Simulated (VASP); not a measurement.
Wanted: the native input for a VASP 6.6.1 run.

```yaml
Task: single point
Functional: r2SCAN
Potentials_or_basis: VASP PAW PBE potentials, release 64 (Na_pv, H)
Cutoff: 520 eV
k_mesh: 10 × 10 × 10
Occupations: fermi-dirac, width 0.2 eV
Spin: no spin polarisation
Dipole_correction: no
Further_INCAR_settings: ALGO = Normal; EDIFF = 1e-06; NBANDS = 11
```

Crystal: NaH.

```
Na H
1.0
     0.00000    2.43992    2.59120
     2.43992    0.00000    2.59120
     2.43992    2.43992    0.00000
Na H
1 1
Direct
  0.00000 0.00000 0.00000
  0.50000 0.50000 0.50000
```

One way to write it, as run:

POSCAR

```
NaH
1.0
    0.0000000000      2.4399238380      2.5911991160
    2.4399238380      0.0000000000      2.5911991160
    2.4399238380      2.4399238380      0.0000000000
Na H
1 1
Direct
    0.0000000000      0.0000000000      0.0000000000
    0.5000000000      0.5000000000      0.5000000000
```

INCAR.step1

```
SYSTEM = NaH
PREC = Accurate
ENCUT = 520
ISMEAR = -1
SIGMA = 0.2
LREAL = .False.
LASPH = .True.
NELM = 60
NBANDS = 11
GGA = PE
ALGO = Normal
EDIFF = 1E-4
LWAVE = .True.
LCHARG = .False.
```

INCAR.step2

```
SYSTEM = NaH
PREC = Accurate
ENCUT = 520
EDIFF = 1E-6
ISMEAR = -1
SIGMA = 0.2
LREAL = .False.
LASPH = .True.
NELM = 60
ALGO = Normal
ISIF = 2
LWAVE = .False.
LCHARG = .False.
METAGGA = R2SCAN
LMIXTAU = .True.
NBANDS = 11
ISTART = 1
```

KPOINTS

```
Automatic mesh
0
Gamma
  10 10 10
  0 0 0
```

Potentials or basis: VASP PAW PBE potentials, release 64 (Na_pv, H).

Run with:

```sh
$ cat potpaw_PBE.64/Na_pv/POTCAR potpaw_PBE.64/H/POTCAR > POTCAR
$ cp INCAR.step1 INCAR
$ mpirun -np 1 vasp_std > vasp.out
$ cp INCAR.step2 INCAR
$ mpirun -np 1 vasp_std > vasp.out
```

It gave:

```json
{"Pressure": "-2.4 GPa", "Band gap on the k mesh": "4.18 eV (least direct gap 4.91 eV)"}
```

Caveat: the PAW data sets were made with another functional, which shifts forces and pressure a little.

It took 77 s on 1 thread of AMD EPYC 9R45 96-Core Processor (Zen 5), on a shared host, peak memory 0.14 GiB.
